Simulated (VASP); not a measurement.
Wanted: the native input for a VASP 6.6.1 run.

```yaml
Task: single point
Functional: RPBE
Potentials_or_basis: VASP PAW PBE potentials, release 64 (C)
Cutoff: 520 eV
k_mesh: 19 × 19 × 19
Occupations: fermi-dirac, width 0.1 eV
Spin: no spin polarisation
Dipole_correction: no
Further_INCAR_settings: ALGO = Normal; EDIFF = 1e-06; NBANDS = 8
```

The structure of C lies in POSCAR:

```
C
1.0
    0.0000000000      1.5314465481      1.5314465481
    1.5314465481      0.0000000000      1.5314465481
    1.5314465481      1.5314465481      0.0000000000
C
1
Direct
    0.0000000000      0.0000000000      0.0000000000
```

This cell differs from its parent crystal: volume scaled by 0.96.

The input as run:

INCAR

```
PREC = Accurate ; ENCUT = 520
EDIFF = 1E-6 ; ISMEAR = -1
SIGMA = 0.1 ; LREAL = F
LASPH = T ; NELM = 100
ALGO = Normal ; ISIF = 2
LWAVE = F ; LCHARG = F
GGA = RP ; NBANDS = 8
```

KPOINTS

```
regular mesh
0
Gamma
  19 19 19
```

Potentials or basis: VASP PAW PBE potentials, release 64 (C).

The run is started by

```sh
$ cat potpaw_PBE.64/C/POTCAR > POTCAR
$ mpirun -np 1 vasp_std > vasp.out
```

It gave:

```json
{
  "Pressure": "6.1 GPa",
  "Band gap on the k mesh": "zero (band 2 reaches 16.11 eV, above the bottom of band 3 at 4.70 eV)"
}
```

Caveat: the PAW data sets were made with another functional, which shifts forces and pressure a little.

Wall time 3.9 s on 1 thread of Intel(R) Xeon(R) 6975P-C (Granite Rapids), on a shared host, peak memory 0.11 GiB.
